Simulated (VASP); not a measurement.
# O2 in VASP: single point with PBE+D3(BJ)

Aim: the single point of O2 with PBE+D3(BJ).

All numbers are computed with VASP 6.6.1; they aren't measurements. Logs are shortened: lines on timing, memory, paths and dates and some standing lists are left out, and cuts for length are marked.

## (1) The cell of the first run

The cell holds a molecule in a box, 2 atoms: a = 15.000 Å, b = 15.500 Å, c = 16.000 Å, α = 90.00°, β = 90.00°, γ = 90.00°.

## (2) Single point, PBE+D3(BJ), collinear spin, ferromagnetic start

File INCAR:

```
PREC = Accurate
ENCUT = 520
EDIFF = 1E-6
ISMEAR = 0
SIGMA = 0.005
LREAL = False
LASPH = True
NELM = 150
ALGO = Normal
ISIF = 2
LWAVE = False
LCHARG = True
ISPIN = 2
MAGMOM = 1 1
LORBIT = 11
GGA = PE
IVDW = 12
LELF = True
LVHAR = True
ISYM = 0
NBANDS = 17
```

File KPOINTS:

```
regular mesh
0
Gamma
  1 1 1
```

File POSCAR:

```
O
1.0
   15.0000000000      0.0000000000      0.0000000000
    0.0000000000     15.5000000000      0.0000000000
    0.0000000000      0.0000000000     16.0000000000
O
2
Direct
    0.4654535185      0.4990082672      0.4800186162
    0.5345464815      0.5009917328      0.5199813838
```

Potentials or basis: VASP PAW PBE potentials, release 64 (O).

On the command line:

```
$ cat potpaw_PBE.64/O/POTCAR > POTCAR
$ mpirun -np 1 vasp_gam > vasp.out
```

OUTCAR:

```text
PREC = Accurate
   ENCUT = 520
   EDIFF = 1E-6
   ISMEAR = 0
   LREAL = False
   LASPH = True
   NELM = 150
   ISIF = 2
   ISPIN = 2
   LORBIT = 11
   GGA = PE
   IVDW = 12
   ISYM = 0
 IVDW          = 12

 ion  position               nearest neighbor table
   1  0.465  0.499  0.480-   2 1.22
   2  0.535  0.501  0.520-   1 1.22

IMPORTANT INFORMATION: All symmetrisations will be switched off!
NOSYMM: (Re-)initialisation of all symmetry stuff for point group C_1.

----------------------------------------------------------------------------------------

                                     Primitive cell

  volume of cell :    3720.0000

  direct lattice vectors                    reciprocal lattice vectors
    15.000000000  0.000000000  0.000000000     0.066666667  0.000000000  0.000000000
     0.000000000 15.500000000  0.000000000     0.000000000  0.064516129  0.000000000
     0.000000000  0.000000000 16.000000000     0.000000000  0.000000000  0.062500000

  length of vectors
    15.000000000 15.500000000 16.000000000     0.066666667  0.064516129  0.062500000

  position of ions in fractional coordinates (direct lattice)
     0.465453518  0.499008267  0.480018616
     0.534546482  0.500991733  0.519981384

  ion indices of the primitive-cell ions
   primitive index   ion index
                 1           1
                 2           2

----------------------------------------------------------------------------------------

 KPOINTS: regular mesh

Automatic generation of k-mesh.
 Grid dimensions read from file:
 generate k-points for:    1    1    1

 Generating k-lattice:

  Cartesian coordinates                     Fractional coordinates (reciprocal lattice)
     0.066666667  0.000000000  0.000000000     1.000000000  0.000000000  0.000000000
     0.000000000  0.064516129  0.000000000     0.000000000  1.000000000  0.000000000
     0.000000000  0.000000000  0.062500000     0.000000000  0.000000000  1.000000000

  Length of vectors
     0.066666667  0.064516129  0.062500000

  Shift w.r.t. Gamma in fractional coordinates (k-lattice)
     0.000000000  0.000000000  0.000000000

 Subroutine IBZKPT returns following result:
 ===========================================

 Found      1 irreducible k-points:

 Following reciprocal coordinates:
            Coordinates               Weight
  0.000000  0.000000  0.000000      1.000000
   k-points           NKPTS =      1   k-points in BZ     NKDIM =      1   number of bands    NBANDS=     17
   number of dos      NEDOS =    301   number of ions     NIONS =      2
   total plane-waves  NPLWV = ******
   dimension x,y,z NGX =   112 NGY =  120 NGZ =  120
   dimension x,y,z NGXF=   224 NGYF=  240 NGZF=  240
   ions per type =               2
   NGX,Y,Z   is equivalent  to a cutoff of  12.41, 12.87, 12.47 a.u.
   NGXF,Y,Z  is equivalent  to a cutoff of  24.83, 25.74, 24.94 a.u.
 SYSTEM =  unknown system
   PREC   = accura    normal or accurate (medium, high low for compatibility)
   ISTART =      0    job   : 0-new  1-cont  2-samecut
   ICHARG =      2    charge: 1-file 2-atom 10-const
   ISPIN  =      2    spin polarized calculation?
   LNONCOLLINEAR =      F non collinear calculations
   LSORBIT =      F    spin-orbit coupling
   LASPH  =      T    aspherical Exc in radial PAW
   ENCUT  =  520.0 eV  38.22 Ry    6.18 a.u.  27.89 28.82 29.75*2*pi/ulx,y,z
   NELM   =    150;   NELMIN=  2; NELMDL= -5     # of ELM steps
   EDIFF  = 0.1E-05   stopping-criterion for ELM
   LREAL  =      F    real-space projection
   EDIFFG = 0.1E-04   stopping-criterion for IOM
   NSW    =      0    number of steps for IOM
   IBRION =     -1    ionic relax: 0-MD 1-quasi-New 2-CG
   NFREE  =      0    steps in history (QN), initial steepest desc. (CG)
   ISIF   =      2    stress and relaxation
   ISYM   =      0    0-nonsym 1-usesym 2-fastsym
   POTIM  = 0.5000    time-step for ionic-motion
   TEBEG  =    0.0;   TEEND  =   0.0 temperature during run
   PSTRESS=    0.0 pullay stress
   NELECT =      12.0000    total number of electrons
   NUPDOWN=      -1.0000    fix difference up-down
   EMIN   =  10.00;   EMAX   =-10.00  energy-range for DOS
   EFERMI =   0.00;   METHOD = LEGACY
   ISMEAR =     0;   SIGMA  =   0.01  broadening in eV -4-tet -1-fermi 0-gaus
   EFERMI_NEDOS =   21; number of points for ismear=-14 and -15
   IALGO  =     38    algorithm
   IMIX   =      4    mixing-type and parameters
     AMIX     =   0.40;   BMIX     =  1.00
     AMIX_MAG =   1.60;   BMIX_MAG =  1.00
  volume/ion in A,a.u.               =    1860.00     12551.90
  Fermi-wavevector in a.u.,A,eV,Ry     =   0.241892  0.457109  0.796098  0.058512
  Thomas-Fermi vector in A             =   1.048732
   LORBIT       =     11    0 simple, 1 ext, 2 COOP (PROOUT), +10 PAW based schemes
   GGA     = PE    functional components
   LHFCALC =     F    Hartree Fock is set to
   AEXX    =    0.0000 exact exchange contribution
   IVDW    =    12    specifies the selected vdW correction
   LEPSILON=     F    determine dielectric tensor
   LRPA    =     F    only Hartree local field effects (RPA)
 spin polarized calculation
 Gauss-broadening in eV      SIGMA  =   0.01
  energy-cutoff  :      520.00
  volume of cell :     3720.00
 maximum number of plane-waves:     50071
 NGX is ok and might be reduce to   112
   NGX = 55   NGY = 57   NGZ = 59

 number of electron      11.9999999 magnetization       2.0000000

 Free energy of the ion-electron system (eV)
  ---------------------------------------------------
  ext. energy  EPLUGINS =         0.00000000
  ---------------------------------------------------
  free energy    TOTEN  =        -9.87616197 eV

  energy without entropy =       -9.87616197  energy(sigma->0) =       -9.87616197

 E-fermi :  -6.7664     XC(G=0):  -0.1690

 val. band max:       -6.8802618495   @ k =   0.0000   0.0000   0.0000
 cond. band min:      -4.5727710446   @ k =   0.0000   0.0000   0.0000
 fundamental gap:      2.3074908049
 Fermi energy:        -6.7663912891

 spin component 1

 k-point     1 :       0.0000    0.0000    0.0000
  band No.  band energies     occupation
      1     -32.8438      1.00000
      2     -20.5457      1.00000
      3     -13.4487      1.00000
      4     -13.4417      1.00000
      5     -13.4417      1.00000
      6      -6.8803      1.00000
[... 9 lines left out ...]
     16       1.0094      0.00000
     17       1.0276      0.00000
 Fermi energy:        -6.7663912891

 spin component 2

 k-point     1 :       0.0000    0.0000    0.0000
  band No.  band energies     occupation
      1     -31.6406      1.00000
      2     -18.7507      1.00000
      3     -12.5435      1.00000
      4     -11.5787      1.00000
      5     -11.5787      1.00000
      6      -4.5728      0.00000
[... 9 lines left out ...]
     16       1.0709      0.00000
     17       1.0854      0.00000

------------------------ aborting loop because EDIFF is reached ----------------------------------------

 Edisp (eV)   -0.00728

 E8    (eV) :    -0.0020

  FORCE on cell =-STRESS in cart. coord.  units (eV):
  Direction    XX          YY          ZZ          XY          YZ          ZX
  --------------------------------------------------------------------------------------
  -------------------------------------------------------------------------------------
  Total       0.93700    -0.06791     0.31409     0.03002     0.01865     0.62041
  in kB       0.40356    -0.02925     0.13528     0.01293     0.00803     0.26721
  external pressure =        0.17 kB  Pullay stress =        0.00 kB

 VOLUME and BASIS-vectors are now :
 -----------------------------------------------------------------------------
  energy-cutoff  :      520.00
  volume of cell :     3720.00
      direct lattice vectors                 reciprocal lattice vectors
    15.000000000  0.000000000  0.000000000     0.066666667  0.000000000  0.000000000
     0.000000000 15.500000000  0.000000000     0.000000000  0.064516129  0.000000000
     0.000000000  0.000000000 16.000000000     0.000000000  0.000000000  0.062500000

 POSITION                                       TOTAL-FORCE (eV/Angst)
 -----------------------------------------------------------------------------------
      6.98180      7.73463      7.68030        -0.974704     -0.028704     -0.601000
      8.01820      7.76537      8.31970         0.974704      0.028704      0.601000
 -----------------------------------------------------------------------------------
    total drift:                               -0.000002      0.000001      0.000000

  FREE ENERGIE OF THE ION-ELECTRON SYSTEM (eV)
  ---------------------------------------------------
  free  energy   TOTEN  =        -9.8834404010 eV

  energy  without entropy=       -9.8834404010  energy(sigma->0) =       -9.88344040

 total charge

# of ion       s       p       d       tot
------------------------------------------
    1        1.612   3.298   0.000   4.910
    2        1.612   3.298   0.000   4.910
--------------------------------------------------
tot          3.223   6.596   0.000   9.820

 magnetization (x)

# of ion       s       p       d       tot
------------------------------------------
    1        0.010   0.798   0.000   0.809
    2        0.010   0.798   0.000   0.809
--------------------------------------------------
tot          0.020   1.597   0.000   1.617
```

It took 15 min on 1 thread of AMD EPYC 7R13, shared host; peak memory 3.3 GiB.

What came out:

```yaml
Free_energy: -9.8834 eV
Largest_force: 1.145 eV/Å
Gap_between_the_frontier_levels: 2.31 eV
Net_moment: 2.00 μB per cell
Site_moments: O +0.81 μB
Valence_electrons_inside_the_program's_atomic_spheres: O 4.91
Dispersion_energy_per_atom: -0.004 eV
```

Forces in eV/Å, atoms in the order of the input:
```
O   -0.975 -0.029 -0.601
O    0.975  0.029  0.601
```

Levels at points of the mesh, in eV from the valence-band top:
Spin up:
| k point | band 3 | band 4 | band 5 | band 6 | band 7 | band 8 | band 9 | band 10 | band 11 | band 12 |
| --- | --- | --- | --- | --- | --- | --- | --- | --- | --- | --- |
| (0.00, 0.00, 0.00) | -6.57 | -6.56 | -6.56 | 0.00 | 0.00 | 6.66 | 7.16 | 7.28 | 7.39 | 7.40 |
Spin down:
```tsv
k point	band 2	band 3	band 4	band 5	band 6	band 7	band 8	band 9
(0.00, 0.00, 0.00)	-11.87	-5.66	-4.70	-4.70	2.31	2.31	6.75	7.23
```

Caveat: the standard files for N, O and F lose accuracy on very short bonds.
